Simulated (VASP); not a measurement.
# MoSe in VASP: single point with PBE

Aim: the single point of MoSe with PBE.

Program: VASP 6.6.1. These are calculated values, not measurements. Logs are shortened: lines on timing, memory, paths and dates and some standing lists are left out, and cuts for length are marked.

### 1 The cell of the first run

The cell holds a slab with vacuum, 4 atoms: a = 3.320 Å, b = 3.320 Å, c = 32.591 Å, α = 90.00°, β = 90.00°, γ = 120.00°.

### 2 Single point, PBE

The input, INCAR:

```
  PREC = Accurate
  ENCUT = 520
  EDIFF = 1E-6
  ISMEAR = -1
  SIGMA = 0.05
  LREAL = F
  LASPH = T
  NELM = 60
  ALGO = Normal
  ISIF = 2
  LWAVE = F
  LCHARG = T
  GGA = PE
  LELF = T
  LVHAR = T
  NBANDS = 28
```

The input, KPOINTS:

```
regular mesh
0
Gamma
  9 9 1
```

The input, POSCAR:

```
MoSe
1.0
    3.3203649265      0.0000000000      0.0000000000
   -1.6601824632      2.8755203762      0.0000000000
    0.0000000000      0.0000000000     32.5912527600
Mo Se
2 2
Direct
    0.0000000000      0.0000000000      0.2309361088
    0.0000000000      0.0000000000      0.7690638912
    0.3333333333      0.6666666667      0.2800796630
    0.3333333333      0.6666666667      0.7199203370
```

Potentials or basis: VASP PAW PBE potentials, release 64 (Mo_sv, Se).

On the command line:

```
$ cat potpaw_PBE.64/Mo_sv/POTCAR potpaw_PBE.64/Se/POTCAR > POTCAR
$ mpirun -np 1 vasp_std > vasp.out
```

OUTCAR:

```text
PREC = Accurate
   ENCUT = 520
   EDIFF = 1E-6
   ISMEAR = -1
   LREAL = F
   LASPH = T
   NELM = 60
   ISIF = 2
   GGA = PE

 ion  position               nearest neighbor table
   1  0.000  0.000  0.231-   3 2.50   3 2.50   3 2.50
   2  0.000  0.000  0.769-   4 2.50   4 2.50   4 2.50
   3  0.333  0.667  0.280-   1 2.50   1 2.50   1 2.50
   4  0.333  0.667  0.720-   2 2.50   2 2.50   2 2.50

  LATTYP: Found a hexagonal cell.
 ALAT       =     3.3203649265
 C/A-ratio  =     9.8155634942

  Lattice vectors:

 A1 = (   3.3203649265,   0.0000000000,   0.0000000000)
 A2 = (  -1.6601824632,   2.8755203762,   0.0000000000)
 A3 = (   0.0000000000,   0.0000000000,  32.5912527600)

Analysis of symmetry for initial positions (statically):
=====================================================================
 Subroutine PRICEL returns:
 Original cell was already a primitive cell.

 Routine SETGRP: Setting up the symmetry group for a
 hexagonal supercell.

 Subroutine GETGRP returns: Found 12 space group operations
 (whereof 12 operations were pure point group operations)
 out of a pool of 24 trial point group operations.

The static configuration has the point symmetry D_3h.

Analysis of symmetry for dynamics (positions and initial velocities):
=====================================================================
 Subroutine PRICEL returns:
 Original cell was already a primitive cell.

 Routine SETGRP: Setting up the symmetry group for a
 hexagonal supercell.

 Subroutine GETGRP returns: Found 12 space group operations
 (whereof 12 operations were pure point group operations)
 out of a pool of 24 trial point group operations.

The dynamic configuration has the point symmetry D_3h.

 Subroutine INISYM returns: Found 12 space group operations
 (whereof 12 operations are pure point group operations),
 and found     1 'primitive' translations

----------------------------------------------------------------------------------------

                                     Primitive cell

  volume of cell :     311.1740

  direct lattice vectors                    reciprocal lattice vectors
     3.320364926  0.000000000  0.000000000     0.301171715  0.173881571  0.000000000
    -1.660182463  2.875520376  0.000000000     0.000000000  0.347763142  0.000000000
     0.000000000  0.000000000 32.591252760     0.000000000  0.000000000  0.030683080

  length of vectors
     3.320364926  3.320364926 32.591252760     0.347763142  0.347763142  0.030683080

  position of ions in fractional coordinates (direct lattice)
     0.000000000  0.000000000  0.230936109
     0.000000000  0.000000000  0.769063891
     0.333333333  0.666666667  0.280079663
     0.333333333  0.666666667  0.719920337

  ion indices of the primitive-cell ions
   primitive index   ion index
                 1           1
                 2           2
                 3           3
                 4           4

----------------------------------------------------------------------------------------

 KPOINTS: regular mesh

Automatic generation of k-mesh.
 Grid dimensions read from file:
 generate k-points for:    9    9    1

 Generating k-lattice:

  Cartesian coordinates                     Fractional coordinates (reciprocal lattice)
     0.033463524  0.019320175  0.000000000     0.111111111  0.000000000  0.000000000
     0.000000000  0.038640349  0.000000000     0.000000000  0.111111111  0.000000000
     0.000000000  0.000000000  0.030683080     0.000000000  0.000000000  1.000000000

  Length of vectors
     0.038640349  0.038640349  0.030683080

  Shift w.r.t. Gamma in fractional coordinates (k-lattice)
     0.000000000  0.000000000  0.000000000

 Subroutine IBZKPT returns following result:
 ===========================================

 Found     12 irreducible k-points:

 Following reciprocal coordinates:
            Coordinates               Weight
  0.000000  0.000000  0.000000      1.000000
  0.111111 -0.000000  0.000000      6.000000
  0.222222  0.000000  0.000000      6.000000
  0.333333 -0.000000  0.000000      6.000000
  0.444444  0.000000  0.000000      6.000000
  0.111111  0.111111  0.000000      6.000000
  0.222222  0.111111  0.000000     12.000000
  0.333333  0.111111  0.000000     12.000000
  0.444444  0.111111  0.000000      6.000000
  0.222222  0.222222  0.000000      6.000000
  0.333333  0.222222  0.000000     12.000000
  0.333333  0.333333  0.000000      2.000000
   k-points           NKPTS =     12   k-points in BZ     NKDIM =     12   number of bands    NBANDS=     28
   number of dos      NEDOS =    301   number of ions     NIONS =      4
   total plane-waves  NPLWV = 196000
   dimension x,y,z NGX =    28 NGY =   28 NGZ =  250
   dimension x,y,z NGXF=    56 NGYF=   56 NGZF=  500
   ions per type =               2   2
   NGX,Y,Z   is equivalent  to a cutoff of  14.02, 14.02, 12.75 a.u.
   NGXF,Y,Z  is equivalent  to a cutoff of  28.04, 28.04, 25.50 a.u.
 SYSTEM =  unknown system
   PREC   = accura    normal or accurate (medium, high low for compatibility)
   ISTART =      0    job   : 0-new  1-cont  2-samecut
   ICHARG =      2    charge: 1-file 2-atom 10-const
   ISPIN  =      1    spin polarized calculation?
   LNONCOLLINEAR =      F non collinear calculations
   LSORBIT =      F    spin-orbit coupling
   LASPH  =      T    aspherical Exc in radial PAW
   ENCUT  =  520.0 eV  38.22 Ry    6.18 a.u.   6.17  6.17 60.60*2*pi/ulx,y,z
   NELM   =     60;   NELMIN=  2; NELMDL= -5     # of ELM steps
   EDIFF  = 0.1E-05   stopping-criterion for ELM
   LREAL  =      F    real-space projection
   EDIFFG = 0.1E-04   stopping-criterion for IOM
   NSW    =      0    number of steps for IOM
   IBRION =     -1    ionic relax: 0-MD 1-quasi-New 2-CG
   NFREE  =      0    steps in history (QN), initial steepest desc. (CG)
   ISIF   =      2    stress and relaxation
   ISYM   =      2    0-nonsym 1-usesym 2-fastsym
   POTIM  = 0.5000    time-step for ionic-motion
   TEBEG  =    0.0;   TEEND  =   0.0 temperature during run
   PSTRESS=    0.0 pullay stress
   NELECT =      40.0000    total number of electrons
   NUPDOWN=      -1.0000    fix difference up-down
   EMIN   =  10.00;   EMAX   =-10.00  energy-range for DOS
   EFERMI =   0.00;   METHOD = LEGACY
   ISMEAR =    -1;   SIGMA  =   0.05  broadening in eV -4-tet -1-fermi 0-gaus
   EFERMI_NEDOS =   21; number of points for ismear=-14 and -15
   IALGO  =     38    algorithm
   IMIX   =      4    mixing-type and parameters
     AMIX     =   0.40;   BMIX     =  1.00
     AMIX_MAG =   1.60;   BMIX_MAG =  1.00
  volume/ion in A,a.u.               =      77.79       524.98
  Fermi-wavevector in a.u.,A,eV,Ry     =   0.826216  1.561322  9.287789  0.682633
  Thomas-Fermi vector in A             =   1.938210
   LORBIT       =      0    0 simple, 1 ext, 2 COOP (PROOUT), +10 PAW based schemes
   GGA     = PE    functional components
   LHFCALC =     F    Hartree Fock is set to
   AEXX    =    0.0000 exact exchange contribution
   IVDW    =     0    specifies the selected vdW correction
   LEPSILON=     F    determine dielectric tensor
   LRPA    =     F    only Hartree local field effects (RPA)
 non-spin polarized calculation
  energy-cutoff  :      520.00
  volume of cell :      311.17
 maximum number of plane-waves:      8425
 NGX is ok and might be reduce to    28
   NGX = 13   NGY = 13   NGZ =121

 number of electron      40.0000005 magnetization

 Free energy of the ion-electron system (eV)
  ---------------------------------------------------
  ext. energy  EPLUGINS =         0.00000000
  ---------------------------------------------------
  free energy    TOTEN  =       -26.53589923 eV

  energy without entropy =      -26.50846787  energy(sigma->0) =      -26.52218355

 E-fermi :  -1.4639     XC(G=0):  -3.8107

 val. band max:       -1.4968741149   @ k =   0.4444   0.0000   0.0000
 cond. band min:      -1.4053845392   @ k =   0.1111   0.1111   0.0000
 fundamental gap:      0.0914895756
 Fermi energy:        -1.4639262915

 k-point     1 :       0.0000    0.0000    0.0000
  band No.  band energies     occupation
      1     -62.4510      2.00000
      2     -62.4510      2.00000
      3     -36.5654      2.00000
      4     -36.5654      2.00000
      5     -36.4120      2.00000
      6     -36.4120      2.00000
[... 20 lines left out ...]
     27       1.5385      0.00000
     28       1.5385      0.00000

 k-point     2 :       0.1111   -0.0000    0.0000
  band No.  band energies     occupation
      1     -62.4486      2.00000
      2     -62.4486      2.00000
      3     -36.5611      2.00000
      4     -36.5611      2.00000
      5     -36.4377      2.00000
      6     -36.4377      2.00000
[... 20 lines left out ...]
     27       1.5841      0.00000
     28       1.5841      0.00000

 k-point     3 :       0.2222    0.0000    0.0000
  band No.  band energies     occupation
      1     -62.4427      2.00000
      2     -62.4427      2.00000
      3     -36.5513      2.00000
      4     -36.5513      2.00000
      5     -36.5012      2.00000
      6     -36.5012      2.00000
[... 20 lines left out ...]
     27       1.6077      0.00000
     28       1.6077      0.00000

 k-point     4 :       0.3333   -0.0000    0.0000
  band No.  band energies     occupation
      1     -62.4359      2.00000
      2     -62.4359      2.00000
      3     -36.5792      2.00000
      4     -36.5792      2.00000
      5     -36.5334      2.00000
      6     -36.5334      2.00000
[... 206 lines left out ...]
     27       2.9047      0.00000
     28       2.9058      0.00000

 k-point    11 :       0.3333    0.2222    0.0000
  band No.  band energies     occupation
      1     -62.4296      2.00000
      2     -62.4296      2.00000
      3     -36.5984      2.00000
      4     -36.5984      2.00000
      5     -36.5231      2.00000
      6     -36.5231      2.00000
[... 20 lines left out ...]
     27       3.4840      0.00000
     28       3.4842      0.00000

 k-point    12 :       0.3333    0.3333    0.0000
  band No.  band energies     occupation
      1     -62.4284      2.00000
      2     -62.4284      2.00000
      3     -36.5740      2.00000
      4     -36.5740      2.00000
      5     -36.5561      2.00000
      6     -36.5561      2.00000
[... 20 lines left out ...]
     27       3.7645      0.00000
     28       3.7645      0.00000

------------------------ aborting loop because EDIFF is reached ----------------------------------------

  FORCE on cell =-STRESS in cart. coord.  units (eV):
  Direction    XX          YY          ZZ          XY          YZ          ZX
  --------------------------------------------------------------------------------------
  -------------------------------------------------------------------------------------
  Total       -7.8069656     -7.8069656      0.0541523     -0.0000000     -0.0000000     -0.0000000
  in kB      -40.1966191    -40.1966191      0.2788200     -0.0000000     -0.0000000     -0.0000000
  external PRESSURE =     -26.7048060 kB  Pullay stress =       0.0000000 kB

 VOLUME and BASIS-vectors are now :
 -----------------------------------------------------------------------------
  energy-cutoff  :      520.00
  volume of cell :      311.17
      direct lattice vectors                 reciprocal lattice vectors
     3.320364926  0.000000000  0.000000000     0.301171715  0.173881571  0.000000000
    -1.660182463  2.875520376  0.000000000     0.000000000  0.347763142  0.000000000
     0.000000000  0.000000000 32.591252760     0.000000000  0.000000000  0.030683080

 POSITION                                       TOTAL-FORCE (eV/Angst)
 -----------------------------------------------------------------------------------
      0.00000      0.00000      7.52650        -0.000000      0.000000     -0.021746
      0.00000      0.00000     25.06476        -0.000000      0.000000      0.021746
     -0.00000      1.91701      9.12815         0.000000     -0.000000      0.021998
     -0.00000      1.91701     23.46311         0.000000      0.000000     -0.021998
 -----------------------------------------------------------------------------------
    total drift:                                0.000000     -0.000000     -0.000000

  FREE ENERGIE OF THE ION-ELECTRON SYSTEM (eV)
  ---------------------------------------------------
  free  energy   TOTEN  =       -26.5358992322 eV

  energy  without entropy=      -26.5084678743  energy(sigma->0) =      -26.52218355
```

It took 4.3 min on 1 thread of Intel Xeon Platinum 8259CL at 2.50GHz (Skylake/Cascade Lake), shared host; peak memory 0.48 GiB.

What came out:

```yaml
Free_energy: -26.5359 eV
Largest_force: 0.022 eV/Å
Band_gap_on_the_k_mesh: 0.09 eV, indirect (least direct gap 0.30 eV)
```

Forces on the atoms (eV/Å):
```
Mo   0.000  0.000 -0.022
Mo   0.000  0.000  0.022
Se   0.000  0.000  0.022
Se   0.000  0.000 -0.022
```
